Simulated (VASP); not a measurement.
# Si4O7 (a cell with a defect) in VASP: notebook, part 2 of 2

VASP 6.6.1. The steps go on from the part before.

### Step 4. Single point, LDA

INCAR

```
ALGO = Normal
EDIFF = 1E-7
ENCUT = 520
ISIF = 2
ISMEAR = 0
LASPH = T
LCHARG = F
LREAL = F
LWAVE = F
NBANDS = 40
NELM = 100
PREC = Accurate
SIGMA = 0.05
```

KPOINTS

```
k-points
0
Gamma
  6 6 6
```

POSCAR

```
Si4O7
1.0
    0.0000000000      4.1548619959     -2.6614337333
    0.0000000000     -4.1548619959     -2.6614337333
   -4.1548619959      0.0000000000      2.6614337333
Si O
4 7
Direct
    0.2500000000      0.7500000000      0.5000000000
    0.7500000000      0.2500000000      0.5000000000
    0.0000000000      0.0000000000      1.0000000000
    0.5000000000      0.5000000000      1.0000000000
    1.0000000000      0.3055647994      0.3055647994
    0.5555647994      0.7500000000      0.8055647994
    0.0555647994      0.2500000000      0.8055647994
    0.0000000000      0.6944352006      0.6944352006
    0.4361795787      0.0486088002      0.4847883789
    0.9444352006      0.7500000000      0.1944352006
    0.4444352006      0.2500000000      0.1944352006
```

Potentials or basis: VASP PAW LDA potentials, release 64 (Si, O).

The run is started by

```bash
$ cat potpaw_LDA.64/Si/POTCAR potpaw_LDA.64/O/POTCAR > POTCAR
$ mpirun -np 1 vasp_std > vasp.out
```

OUTCAR:

```text
EDIFF = 1E-7
   ENCUT = 520
   ISIF = 2
   ISMEAR = 0
   LASPH = T
   LREAL = F
   NELM = 100
   PREC = Accurate

 ion  position               nearest neighbor table
   1  0.250  0.750  0.500-   9 1.41   8 1.75   5 1.75   6 1.80  10 1.80   2 2.66   2 2.66
   2  0.750  0.250  0.500-   9 1.41   8 1.75   5 1.75   7 1.80  11 1.80   1 2.66   1 2.66
   3  0.000  0.000  0.000-   6 1.75   7 1.75  10 1.75  11 1.75   5 1.80   8 1.80   4 2.66   4 2.66

   4  0.500  0.500  0.000-   6 1.75   7 1.75  10 1.75  11 1.75   3 2.66   3 2.66
   5  0.000  0.306  0.306-   1 1.75   2 1.75   3 1.80
   6  0.556  0.750  0.806-   3 1.75   4 1.75   1 1.80
   7  0.056  0.250  0.806-   3 1.75   4 1.75   2 1.80
   8  0.000  0.694  0.694-   1 1.75   2 1.75   3 1.80
   9  0.436  0.049  0.485-   1 1.41   2 1.41  10 1.97  11 1.97
  10  0.944  0.750  0.194-   3 1.75   4 1.75   1 1.80   9 1.97
  11  0.444  0.250  0.194-   3 1.75   4 1.75   2 1.80   9 1.97

  LATTYP: Found a body centered tetragonal cell.
 ALAT       =     5.8758621844
 C/A-ratio  =     0.9058870511

  Lattice vectors:

[... 209 lines left out ...]
      4     -11.3217      2.00000
      5     -11.0315      2.00000
      6     -10.9251      2.00000
[... 1021 lines left out ...]
     39      18.6418      0.00000
     40      19.1596      0.00000

 [... further k-points ...]

------------------------ aborting loop because EDIFF is reached ----------------------------------------

  FORCE on cell =-STRESS in cart. coord.  units (eV):
  Direction    XX          YY          ZZ          XY          YZ          ZX
  --------------------------------------------------------------------------------------
  -------------------------------------------------------------------------------------
  Total        6.9391377      8.3000509     40.8820047     -3.7071498      0.0000000      0.0000000
  in kB      120.9921593    144.7213083    712.8266152    -64.6385875      0.0000000      0.0000000
  external PRESSURE =     326.1800276 kB  Pullay stress =       0.0000000 kB

 VOLUME and BASIS-vectors are now :
 -----------------------------------------------------------------------------
  energy-cutoff  :      520.00
  volume of cell :       91.89
      direct lattice vectors                 reciprocal lattice vectors
     0.000000000  4.154861996 -2.661433733    -0.120340940  0.120340940 -0.187868664
     0.000000000 -4.154861996 -2.661433733    -0.120340940 -0.120340940 -0.187868664
    -4.154861996  0.000000000  2.661433733    -0.240681881  0.000000000  0.000000000

 POSITION                                       TOTAL-FORCE (eV/Angst)
 -----------------------------------------------------------------------------------
     -2.07743     -2.07743     -1.33072         1.309680      4.914126     11.828063
     -2.07743      2.07743     -1.33072         1.309680      4.914126    -11.828063
      0.00000      0.00000      0.00000        -0.401666      0.137717      0.000000
      0.00000      0.00000     -2.66143        -3.148261     -2.305422     -0.000000
     -1.26958     -1.26958      0.00000         0.073957      0.145304      0.000000
     -3.34701     -0.80785     -1.33072         1.448538     -0.683609     -1.106390
     -3.34701     -0.80785      1.33072         1.448538     -0.683609      1.106390
     -2.88528     -2.88528      0.00000        -0.170924     -0.111711      0.000000
     -2.01423      1.61030      0.00000        -7.306056     -5.321654      0.000000
     -0.80785      0.80785     -3.99215         2.718257     -0.502634      2.367405
     -0.80785      0.80785     -1.33072         2.718257     -0.502634     -2.367405
 -----------------------------------------------------------------------------------
    total drift:                                0.000133     -0.000146     -0.000001

  FREE ENERGIE OF THE ION-ELECTRON SYSTEM (eV)
  ---------------------------------------------------
  free  energy   TOTEN  =       -84.1313541340 eV

  energy  without entropy=      -84.1311166885  energy(sigma->0) =      -84.13123541
```

OSZICAR:

```text
N       E                     dE             d eps       ncg     rms          rms(c)
DAV:   1     0.293249948470E+03    0.29325E+03   -0.32433E+04  5440   0.140E+03
DAV:   2    -0.781188065575E+02   -0.37137E+03   -0.36198E+03  6560   0.313E+02
DAV:   3    -0.947972944154E+02   -0.16678E+02   -0.16594E+02  6968   0.680E+01
DAV:   4    -0.949336752386E+02   -0.13638E+00   -0.13626E+00  6920   0.682E+00
DAV:   5    -0.949349162081E+02   -0.12410E-02   -0.12409E-02  6904   0.619E-01    0.281E+01
DAV:   6    -0.843353140376E+02    0.10600E+02   -0.37411E+01  6320   0.322E+01    0.145E+01
DAV:   7    -0.842239441977E+02    0.11137E+00   -0.16128E+00  6552   0.668E+00    0.468E+00
DAV:   8    -0.841479417745E+02    0.76002E-01   -0.73382E-02  6832   0.173E+00    0.205E+00
DAV:   9    -0.841314003222E+02    0.16541E-01   -0.19621E-02  6736   0.955E-01    0.288E-01
DAV:  10    -0.841313990235E+02    0.12987E-05   -0.31526E-03  6616   0.340E-01    0.220E-01
DAV:  11    -0.841313585147E+02    0.40509E-04   -0.27407E-04  6576   0.113E-01    0.128E-01
DAV:  12    -0.841313547943E+02    0.37204E-05   -0.11246E-04  6528   0.715E-02    0.363E-02
DAV:  13    -0.841313543934E+02    0.40092E-06   -0.10368E-05  6584   0.227E-02    0.965E-03
DAV:  14    -0.841313541578E+02    0.23559E-06   -0.27513E-06  6536   0.104E-02    0.373E-03
DAV:  15    -0.841313541340E+02    0.23740E-07   -0.39814E-07  6440   0.471E-03
   1 F= -.84131354E+02 E0= -.84131235E+02  d E =-.237446E-03
```

Run time: 4.7 min. Hardware: 1 thread of Intel Xeon Platinum 8488C (Sapphire Rapids), shared host; peak memory 0.3 GiB.

What came out:

```yaml
Free_energy: -84.1314 eV
Pressure: 32.6 GPa
Largest_force: 12.875 eV/Å
Band_gap_on_the_k_mesh: 0.09 eV
```

Forces in eV/Å, atoms in the order of the input:
```
Si    1.310   4.914  11.828
Si    1.310   4.914 -11.828
Si   -0.402   0.138   0.000
Si   -3.148  -2.305   0.000
O     0.074   0.145   0.000
O     1.449  -0.684  -1.106
O     1.449  -0.684   1.106
O    -0.171  -0.112   0.000
O    -7.306  -5.322   0.000
O     2.718  -0.503   2.367
O     2.718  -0.503  -2.367
```

Stress tensor (GPa, compression positive):
```
12.10 -6.46  0.00
-6.46 14.47  0.00
 0.00  0.00 71.28
```

Levels at points of the mesh, in eV from the valence-band top:
```csv
k point,band 25,band 26,band 27,band 28,band 29,band 30,band 31,band 32,band 33,band 34
"(0.00, 0.00, 0.00)",-6.06,-5.47,-5.06,-4.52,-2.09,0.24,2.60,2.78,3.65,5.00
"(0.50, 0.00, 0.00)",-6.02,-6.01,-5.64,-4.91,-0.38,0.85,1.84,2.87,4.12,4.70
"(0.50, 0.00, 0.50)",-6.35,-5.37,-5.19,-5.00,-0.40,0.80,1.50,2.83,4.45,5.32
"(0.50, 0.50, 0.00)",-6.33,-5.78,-5.57,-5.44,-0.90,0.61,3.74,3.81,4.09,4.52
"(0.00, 0.00, 0.50)",-6.41,-5.78,-5.67,-5.38,-0.64,0.53,3.17,3.59,4.25,4.40
"(0.50, 0.50, 0.50)",-6.80,-6.54,-6.14,-5.77,-0.15,1.11,2.44,2.94,4.40,4.55
```

Caveat: the cell differs from its parent crystal (atoms taken out, atom 9 moved 0.375 of the way to it and -0.375 Å across, host rigid); semilocal functionals underestimate gaps, and a narrow one can read as zero.

### Step 5. Summary

| cell | gap on the mesh (eV) | pressure (GPa) | largest force (eV/Å) |
| --- | --- | --- | --- |
| as given, atomic positions A | 0.18 | 35.0 | 16.95 |
| as given, atomic positions B | 1.63 | 5.6 | 7.16 |
| as given, atomic positions C | 0.09 | 32.6 | 12.88 |

Alike in all rows: task single point; level LDA; potentials or basis VASP PAW LDA potentials, release 64 (Si, O); no spin polarisation; k mesh 6 × 6 × 6; cutoff (eV) 520; smearing gaussian 0.05 eV.

Caveats: semilocal functionals underestimate gaps, and a narrow one can read as zero (at least some runs).

Total energies depend on the potentials used, so only differences within one code and one set of settings carry meaning.
